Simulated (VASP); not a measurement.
# Si (a cell with a defect) in VASP: single point with LDA

Aim: the single point of Si (a cell with a defect) with LDA.

Program: VASP 6.6.1. These are calculated values, not measurements. Logs are shortened: lines on timing, memory, paths and dates and some standing lists are left out, and cuts for length are marked.

### Step 1. The cell of the first run

The cell holds a defect, 63 atoms: a = 10.860 Å, b = 10.860 Å, c = 10.860 Å, α = 90.00°, β = 90.00°, γ = 90.00°.

### Step 2. Single point, LDA, collinear spin

The input, INCAR:

```
PREC = Accurate
ENCUT = 520
EDIFF = 1E-6
ISMEAR = -1
SIGMA = 0.05
LREAL = Auto
LASPH = True
NELM = 150
ALGO = Normal
ISIF = 2
LWAVE = False
LCHARG = False
ISPIN = 2
MAGMOM = 0 0 0 0 0 0 0 0 0 0 0 1 0 0 0 0 0 0 0 0 0 0 0 0 0 0 0 0 0 0 0 0 0 0 0 0 0 0 0 0 0 0 0 0 0 0 0 0 0 0 0 0 0 0 0 0 0 0 0 0 0 0 0
LORBIT = 11
GGA = CA
NELECT = 251.0
NBANDS = 167
```

The input, KPOINTS:

```
Automatic mesh
0
Gamma
  1 1 1
```

The input, POSCAR:

```
Si
1.0
   10.8600000000      0.0000000000      0.0000000000
    0.0000000000     10.8600000000      0.0000000000
    0.0000000000      0.0000000000     10.8600000000
Si
63
Direct
    0.5007460711      0.0004728325      0.0002653661
    0.6255483723      0.1248901406      0.1249967179
    0.7503150565      0.2493144992      0.0002285506
    0.8747028555      0.3757517089      0.1231380237
    0.7502969319      0.0004696853      0.2497641280
    0.8754997140      0.1249128049      0.3749087406
    0.0002025178     -0.0005186873     -0.0012225520
    0.1255399423      0.1248399559      0.1250306854
    0.2509576214      0.2502284704     -0.0011244054
    0.3765130074      0.3757440150      0.1267316044
    0.4983738047      0.4976723843     -0.0022222580
    0.7530585810      0.7523013843     -0.0024528324
    0.8747130626      0.8740264358      0.1268521014
    0.2509761280     -0.0005053488      0.2511899865
    0.3755970356      0.1248863995      0.3750052740
    0.5007938730      0.2492856765      0.2498035165
    0.6238324808      0.3756993022      0.3741650365
    0.7529542519      0.4974986519      0.2523937642
    0.8746718331      0.6267372030      0.3741886918
    0.4994126778     -0.0005208796      0.4996110054
    0.6255226378      0.1248744763      0.6250692255
    0.7517220691      0.2501810083      0.4996504570
    0.8755066192      0.3749013586      0.6249455350
    0.7517584305     -0.0005046026      0.7503906237
    0.8755111438      0.1248935446      0.8750602982
    0.0011666335      0.5001440922      0.0002692026
    0.1255579845      0.6248751092      0.1250684273
    0.2499806110      0.7496322913      0.0002881540
    0.3764063095      0.8740198169      0.1232154978
    0.0001884486      0.2502986046      0.2511618519
    0.1255904234      0.3749328048      0.3749592908
    0.2500346285      0.5000422462      0.2497367399
    0.3765480264      0.6230624112      0.3739965382
    0.4983675354      0.7521618698      0.2521780772
    0.6273893673      0.8740023014      0.3741365001
    0.0006747066     -0.0000124094      0.5000577928
    0.1254941590      0.1248164469      0.6250664723
    0.2503810024      0.2497317335      0.5001887481
    0.3755650363      0.3749494302      0.6250009563
    0.5007700914      0.5000712580      0.5005534774
    0.6255018278      0.6248409693      0.6250088277
    0.7502492418      0.7496316277      0.5005889111
    0.8754842384      0.8748472642      0.6249402440
    0.2505193225     -0.0000429602      0.7498627208
    0.3756315644      0.1249387964      0.8750443604
    0.4994021293      0.2503614479      0.7504015846
    0.6274127399      0.3758116907      0.8759132612
    0.7503279255      0.5000884020      0.7493806323
    0.8747398607      0.6230647713      0.8758049042
    0.0011474404      0.7496535904      0.2498395358
    0.1256606455      0.8747975887      0.3749779790
    0.0001531940      0.4987070012      0.4995869899
    0.1255338110      0.6248538752      0.6250098009
    0.2509949016      0.7509199413      0.4995800313
    0.3756434831      0.8747442153      0.6249239541
    0.0006970471      0.2497951320      0.7499198050
    0.1256145106      0.3749543057      0.8751290163
    0.2509429571      0.4987363123      0.7504310374
    0.3764211004      0.6267051008      0.8759391909
    0.5007710558      0.7496106943      0.7494447335
    0.6237208250      0.8740038828      0.8759092981
    0.0002044149      0.7511362649      0.7503323446
    0.1256345806      0.8748227598      0.8750377255
```

Potentials or basis: VASP PAW LDA potentials, release 64 (Si).

The run is started by

```bash
cat potpaw_LDA.64/Si/POTCAR > POTCAR
mpirun -np 1 vasp_gam > vasp.out
```

OUTCAR:

```text
PREC = Accurate
   ENCUT = 520
   EDIFF = 1E-6
   ISMEAR = -1
   LREAL = Auto
   LASPH = True
   NELM = 150
   ISIF = 2
   ISPIN = 2
   LORBIT = 11
   GGA = CA
   NELECT = 251.0

 ion  position               nearest neighbor table
   1  0.501  0.000  0.000-  29 2.34  61 2.34   2 2.34  45 2.35
   2  0.626  0.125  0.125-   5 2.34   1 2.34  16 2.34   3 2.34
   3  0.750  0.249  0.000-  47 2.34   4 2.34   2 2.34  25 2.35
   4  0.875  0.376  0.123-  18 2.34  26 2.34   3 2.34  30 2.38
   5  0.750  0.000  0.250-  35 2.34  13 2.34   2 2.34   6 2.35
   6  0.875  0.125  0.375-  22 2.34  30 2.34   5 2.35  36 2.35
   7  0.000  0.999  0.999-  25 2.34  63 2.34   8 2.36  13 2.38
   8  0.126  0.125  0.125-  14 2.36  30 2.36   7 2.36   9 2.36
   9  0.251  0.250  0.999-  45 2.34  57 2.34   8 2.36  10 2.38
  10  0.377  0.376  0.127-  11 2.34  32 2.34  16 2.34   9 2.38
  11  0.498  0.498  0.998-  10 2.34  47 2.34  59 2.34
  12  0.753  0.752  0.998-  49 2.34  61 2.34  13 2.34
  13  0.875  0.874  0.127-  12 2.34   5 2.34  50 2.34   7 2.38
  14  0.251  0.999  0.251-  51 2.34  15 2.34   8 2.36  29 2.38
  15  0.376  0.125  0.375-  14 2.34  20 2.34  16 2.35  38 2.35
  16  0.501  0.249  0.250-  10 2.34  17 2.34   2 2.34  15 2.35
  17  0.624  0.376  0.374-  18 2.34  16 2.34  40 2.34  22 2.38
[... 44 lines left out ...]
  62  0.000  0.751  0.750-  63 2.34  43 2.34  53 2.36  49 2.38
  63  0.126  0.875  0.875-  62 2.34   7 2.34  28 2.35  44 2.35

  LATTYP: Found a simple cubic cell.
 ALAT       =    10.8600000000

  Lattice vectors:

 A1 = (  10.8600000000,   0.0000000000,   0.0000000000)
 A2 = (   0.0000000000,  10.8600000000,   0.0000000000)
 A3 = (   0.0000000000,   0.0000000000,  10.8600000000)

Analysis of symmetry for initial positions (statically):
=====================================================================
 Subroutine PRICEL returns:
 Original cell was already a primitive cell.

 Routine SETGRP: Setting up the symmetry group for a
 simple cubic supercell.

 Subroutine GETGRP returns: Found  1 space group operations
 (whereof  1 operations were pure point group operations)
 out of a pool of 48 trial point group operations.

The static configuration has the point symmetry C_1 .

Analysis of symmetry for dynamics (positions and initial velocities):
=====================================================================
 Subroutine PRICEL returns:
 Original cell was already a primitive cell.

 Routine SETGRP: Setting up the symmetry group for a
 simple cubic supercell.

 Subroutine GETGRP returns: Found  1 space group operations
 (whereof  1 operations were pure point group operations)
 out of a pool of 48 trial point group operations.

The dynamic configuration has the point symmetry C_1 .

Analysis of structural, dynamic, and magnetic symmetry:
=====================================================================
 Subroutine PRICEL returns:
 Original cell was already a primitive cell.

 Routine SETGRP: Setting up the symmetry group for a
 simple cubic supercell.

 Subroutine GETGRP returns: Found  1 space group operations
 (whereof  1 operations were pure point group operations)
 out of a pool of 48 trial point group operations.

The overall configuration has the point symmetry C_1 .

 Subroutine INISYM returns: Found  1 space group operations
 (whereof  1 operations are pure point group operations),
 and found     1 'primitive' translations

----------------------------------------------------------------------------------------

                                     Primitive cell

  volume of cell :    1280.8241

  direct lattice vectors                    reciprocal lattice vectors
    10.860000000  0.000000000  0.000000000     0.092081031  0.000000000  0.000000000
     0.000000000 10.860000000  0.000000000     0.000000000  0.092081031  0.000000000
[... 177 lines left out ...]
   ISPIN  =      2    spin polarized calculation?
   LNONCOLLINEAR =      F non collinear calculations
   LSORBIT =      F    spin-orbit coupling
   LASPH  =      T    aspherical Exc in radial PAW
   ENCUT  =  520.0 eV  38.22 Ry    6.18 a.u.  20.19 20.19 20.19*2*pi/ulx,y,z
   NELM   =    150;   NELMIN=  2; NELMDL= -5     # of ELM steps
   EDIFF  = 0.1E-05   stopping-criterion for ELM
   LREAL  =      T    real-space projection
   EDIFFG = 0.1E-04   stopping-criterion for IOM
   NSW    =      0    number of steps for IOM
   IBRION =     -1    ionic relax: 0-MD 1-quasi-New 2-CG
   NFREE  =      0    steps in history (QN), initial steepest desc. (CG)
   ISIF   =      2    stress and relaxation
   ISYM   =      2    0-nonsym 1-usesym 2-fastsym
   POTIM  = 0.5000    time-step for ionic-motion
   TEBEG  =    0.0;   TEEND  =   0.0 temperature during run
   PSTRESS=    0.0 pullay stress
   NELECT =     251.0000    total number of electrons
   NUPDOWN=      -1.0000    fix difference up-down
   EMIN   =  10.00;   EMAX   =-10.00  energy-range for DOS
   EFERMI =   0.00;   METHOD = LEGACY
   ISMEAR =    -1;   SIGMA  =   0.05  broadening in eV -4-tet -1-fermi 0-gaus
   EFERMI_NEDOS =   21; number of points for ismear=-14 and -15
   IALGO  =     38    algorithm
   IMIX   =      4    mixing-type and parameters
     AMIX     =   0.40;   BMIX     =  1.00
     AMIX_MAG =   1.60;   BMIX_MAG =  1.00
  volume/ion in A,a.u.               =      20.33       137.20
  Fermi-wavevector in a.u.,A,eV,Ry     =   0.950903  1.796946 12.302614  0.904217
  Thomas-Fermi vector in A             =   2.079323
   LORBIT       =     11    0 simple, 1 ext, 2 COOP (PROOUT), +10 PAW based schemes
   GGA     = CA    functional components
   LHFCALC =     F    Hartree Fock is set to
   AEXX    =    0.0000 exact exchange contribution
   IVDW    =     0    specifies the selected vdW correction
   LEPSILON=     F    determine dielectric tensor
   LRPA    =     F    only Hartree local field effects (RPA)
 spin polarized calculation
  energy-cutoff  :      520.00
  volume of cell :     1280.82
 maximum number of plane-waves:     17229
 NGX is ok and might be reduce to    84
   NGX = 41   NGY = 41   NGZ = 41

 number of electron     250.9999979 magnetization       0.0087193

 Free energy of the ion-electron system (eV)
  ---------------------------------------------------
  ext. energy  EPLUGINS =         0.00000000
  ---------------------------------------------------
  free energy    TOTEN  =      -371.58577367 eV

  energy without entropy =     -371.41835361  energy(sigma->0) =     -371.50206364

 E-fermi :   6.1235     XC(G=0):  -9.5207

 val. band max:        5.3435020130   @ k =   0.0000   0.0000   0.0000
 cond. band min:       6.2158612411   @ k =   0.0000   0.0000   0.0000
 fundamental gap:      0.8723592282
 Fermi energy:         6.1235397066

 spin component 1

 k-point     1 :       0.0000    0.0000    0.0000
  band No.  band energies     occupation
      1      -6.2817      1.00000
      2      -5.2342      1.00000
      3      -5.2340      1.00000
      4      -5.2338      1.00000
      5      -5.2292      1.00000
      6      -5.2291      1.00000
[... 129 lines left out ...]
    136       6.7084      0.00001
    137       6.7482      0.00000
 Fermi energy:         6.1235397066

 spin component 2

 k-point     1 :       0.0000    0.0000    0.0000
  band No.  band energies     occupation
      1      -6.2816      1.00000
      2      -5.2341      1.00000
      3      -5.2339      1.00000
      4      -5.2337      1.00000
      5      -5.2291      1.00000
      6      -5.2290      1.00000
[... 129 lines left out ...]
    136       6.7086      0.00001
    137       6.7484      0.00000
 [bands above 137 left out]

------------------------ aborting loop because EDIFF is reached ----------------------------------------

  FORCE on cell =-STRESS in cart. coord.  units (eV):
  Direction    XX          YY          ZZ          XY          YZ          ZX
  --------------------------------------------------------------------------------------
  -------------------------------------------------------------------------------------
  Total      -18.5645713    -18.5485656    -18.5496898      0.0015144     -0.0258743     -0.0129476
  in kB      -23.2223428    -23.2023214    -23.2037276      0.0018943     -0.0323660     -0.0161960
  external PRESSURE =     -23.2094639 kB  Pullay stress =       0.0000000 kB

 VOLUME and BASIS-vectors are now :
 -----------------------------------------------------------------------------
  energy-cutoff  :      520.00
  volume of cell :     1280.82
      direct lattice vectors                 reciprocal lattice vectors
    10.860000000  0.000000000  0.000000000     0.092081031  0.000000000  0.000000000
     0.000000000 10.860000000  0.000000000     0.000000000  0.092081031  0.000000000
     0.000000000  0.000000000 10.860000000     0.000000000  0.000000000  0.092081031

 POSITION                                       TOTAL-FORCE (eV/Angst)
 -----------------------------------------------------------------------------------
      5.43810      0.00513      0.00288         0.003595      0.006871     -0.004399
      6.79346      1.35631      1.35746        -0.004229     -0.000208      0.001416
      8.14842      2.70756      0.00248         0.003913     -0.011272     -0.000058
      9.49927      4.08066      1.33728        -0.000702      0.001667      0.002954
      8.14822      0.00510      2.71244         0.007509      0.008308     -0.000156
      9.50793      1.35655      4.07151        -0.002722     -0.000523      0.000455
[... 55 lines left out ...]
      0.00222      8.15734      8.14861         0.002235     -0.002930     -0.000778
      1.36439      9.50058      9.50291        -0.004949     -0.001164      0.002772
 -----------------------------------------------------------------------------------
    total drift:                               -0.043470      0.003895     -0.007419

  FREE ENERGIE OF THE ION-ELECTRON SYSTEM (eV)
  ---------------------------------------------------
  free  energy   TOTEN  =      -371.5857736713 eV

  energy  without entropy=     -371.4183536135  energy(sigma->0) =     -371.50206364

 total charge

# of ion       s       p       d       tot
------------------------------------------
    1        0.746   0.964   0.000   1.710
    2        0.743   0.969   0.000   1.712
    3        0.746   0.964   0.000   1.711
    4        0.748   0.952   0.000   1.700
    5        0.746   0.964   0.000   1.711
    6        0.745   0.963   0.000   1.707
[... 55 lines left out ...]
   62        0.752   0.944   0.000   1.696
   63        0.745   0.963   0.000   1.707
--------------------------------------------------
tot         47.290  59.822   0.000 107.112

 magnetization (x)

# of ion       s       p       d       tot
------------------------------------------
    1        0.000  -0.000   0.000   0.000
    2       -0.000  -0.000   0.000  -0.000
    3        0.000  -0.000   0.000   0.000
    4       -0.000   0.000   0.000   0.000
    5        0.000  -0.000   0.000   0.000
    6       -0.000  -0.000   0.000  -0.000
[... 55 lines left out ...]
   62        0.000   0.000   0.000   0.000
   63       -0.000  -0.000   0.000  -0.000
--------------------------------------------------
tot          0.000   0.001   0.000   0.001
```

It took 8.6 min on 1 thread of AMD EPYC 7R13 (Zen 3), shared host; peak memory 0.85 GiB.

What came out:

* Free energy: -371.5858 eV
* Largest force: 0.014 eV/Å
* Net moment: 0.01 μB per cell
* Valence electrons inside the program's atomic spheres: Si 1.71, 1.70, 1.65 (each value once)

Forces in eV/Å, atoms in the order of the input:
```
Si   0.004  0.007 -0.004
Si  -0.004  0.000  0.001
Si   0.004 -0.011  0.000
Si  -0.001  0.002  0.003
Si   0.008  0.008  0.000
Si  -0.003 -0.001  0.000
Si   0.001  0.002  0.004
Si  -0.001  0.002 -0.001
Si  -0.003 -0.001 -0.002
Si   0.002  0.001  0.008
Si  -0.002 -0.001 -0.004
Si   0.000  0.002 -0.002
Si   0.001 -0.001  0.001
Si  -0.004  0.003  0.002
Si  -0.001 -0.001 -0.002
Si   0.001 -0.003  0.000
Si  -0.008  0.002 -0.001
Si   0.004 -0.002  0.001
Si  -0.001 -0.001 -0.004
Si  -0.004  0.001  0.003
Si  -0.002  0.000 -0.002
Si   0.000 -0.001  0.003
Si  -0.004  0.001  0.002
Si  -0.006  0.001  0.000
Si  -0.004 -0.001  0.000
Si   0.005 -0.001 -0.006
Si  -0.002  0.000  0.000
Si  -0.008 -0.001  0.001
Si   0.006 -0.003 -0.003
Si   0.002 -0.002  0.000
Si  -0.005  0.001 -0.001
Si  -0.002  0.003 -0.005
Si  -0.002 -0.004  0.002
Si   0.000  0.003  0.003
Si  -0.001 -0.001 -0.006
Si   0.006  0.002  0.003
Si   0.001  0.002 -0.003
Si   0.003 -0.005  0.003
Si  -0.001  0.002  0.003
Si   0.004 -0.001  0.003
Si  -0.002  0.001  0.000
Si   0.006  0.000  0.013
Si  -0.005 -0.001  0.004
Si   0.003  0.003 -0.005
Si  -0.001 -0.002  0.000
Si  -0.004 -0.003  0.000
Si   0.000  0.002  0.000
Si   0.007  0.000 -0.009
Si   0.002 -0.003  0.000
Si   0.007  0.003  0.001
Si  -0.003  0.000  0.000
Si   0.005 -0.001  0.003
Si  -0.001  0.001 -0.001
Si  -0.002  0.002  0.001
Si  -0.002  0.002  0.002
Si   0.004 -0.002 -0.001
Si  -0.002 -0.002 -0.002
Si  -0.001 -0.001 -0.002
Si   0.006 -0.001  0.002
Si   0.001  0.004 -0.005
Si   0.001  0.001 -0.003
Si   0.002 -0.003 -0.001
Si  -0.005 -0.001  0.003
```

Caveat: the k points lie up to 0.58 Å⁻¹ apart; the cell carries a net charge on a neutralising background, which shifts energy and pressure; the cell is charged against a uniform background, so pressure and absolute levels hang on convention.
